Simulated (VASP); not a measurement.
Crystal: BaTiO3.

```
CELL_PARAMETERS angstrom
4.00600 0.00000 0.00000
0.00000 4.00600 0.00000
0.00000 0.00000 4.00600
ATOMIC_POSITIONS crystal
Ba 0.50000 0.50000 0.50000
Ti 0.00000 0.00000 0.00000
O 0.50000 0.00000 0.00000
O 0.00000 0.50000 0.00000
O 0.00000 0.00000 0.50000
```

Base run:

- Program: VASP 6.6.1
- Functional: PBE
- Potentials or basis: VASP PAW PBE potentials, release 64 (Ba_sv, Ti_sv, O)
- Cutoff: 520 eV
- k mesh: 6 × 6 × 6
- Occupations: gaussian, width 0.01 eV
- Spin: no spin polarisation
- Hubbard terms: Ti d U = 6.0 eV

Its results: band gap on the k mesh 2.48 eV (least direct gap 2.69 eV); pressure 8.2 GPa.

Question: The run is repeated on the same cell with these changes: hubbard terms from Ti d U = 6.0 eV to Ti d U = 4.0 eV. What comes out?

Answer: Band gap on the k mesh 2.21 eV (least direct gap 2.40 eV); pressure 6.6 GPa.

Caveats: the cell stands under pressure; spin-orbit coupling is left out, which moves the levels of the heavy elements.

A k mesh can miss the band edges.
